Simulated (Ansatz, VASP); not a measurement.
Given: the input of a run of Ansatz 0.2.0 on ScNb.

The input input.yaml:

```yaml
crystal:
  lattice:
    - [3.0656443612, 0.0, 0.0]
    - [-1.5328221806, 2.6549258957, 0.0]
    - [0.0, 0.0, 5.072194]
  atoms:
    - { symbol: Nb, position: [0.3333333333, 0.6666666667, 0.5] }
    - { symbol: Sc, position: [0.0, 0.0, 0.0] }
kpoints:
  mp_grid: { grid: [10, 10, 5] }
scf:
  occupations: { method: gaussian, width: 0.1 }
hamiltonian:
  xc: pbesol
  pseudopotentials: { kind: all_electron, lapw: { basis_error: 0.001 } }
output:
  forces: true
  stress: true
  eigenvalues: true
```

Potentials or basis: all-electron LAPW, scalar-relativistic.

The run is started by

```bash
$ ansatz run input.yaml --threads 1 --pin off --max-ram 3072MiB --backend cpu --events-out ev --progress --plain --runs-dir out
```

Set up the same calculation for VASP 6.6.1. Potentials there: VASP PAW PBE potentials, release 64 (Nb_sv, Sc_sv).

As run (the cutoff follows the program's own potentials):

INCAR

```
PREC = Accurate
ENCUT = 520
EDIFF = 1E-6
ISMEAR = 0
SIGMA = 0.1
LREAL = F
LASPH = T
NELM = 100
ALGO = Normal
ISIF = 2
LWAVE = F
LCHARG = F
GGA = PS
NBANDS = 19
```

File KPOINTS:

```
Automatic mesh
0
Gamma
  10 10 5
```

The input POSCAR:

```
ScNb
1.0
    3.0656443612      0.0000000000      0.0000000000
   -1.5328221806      2.6549258957      0.0000000000
    0.0000000000      0.0000000000      5.0721940000
Nb Sc
1 1
Direct
    0.3333333333      0.6666666667      0.5000000000
    0.0000000000      0.0000000000      0.0000000000
```

Potentials or basis: VASP PAW PBE potentials, release 64 (Nb_sv, Sc_sv).

Command:

```sh
$ cat potpaw_PBE.64/Nb_sv/POTCAR potpaw_PBE.64/Sc_sv/POTCAR > POTCAR
$ mpirun -np 1 vasp_std > vasp.out
```

Both were run:

|  | VASP | Ansatz | Ansatz less VASP |
| --- | --- | --- | --- |
| gap on the k mesh at the Fermi level (eV) | none | none | - |
| pressure (GPa) | -4.1 | -4.1 | +0.07 |
| traceless stress, the component that is largest in VASP (GPa) | -0.20 | -0.25 | -0.047 |

VASP's potentials were made for PBE, not for PBEsol. A gap of «none» marks a metal or a gap that the smearing closes. Ansatz ran all-electron here, and VASP with PAW potentials.
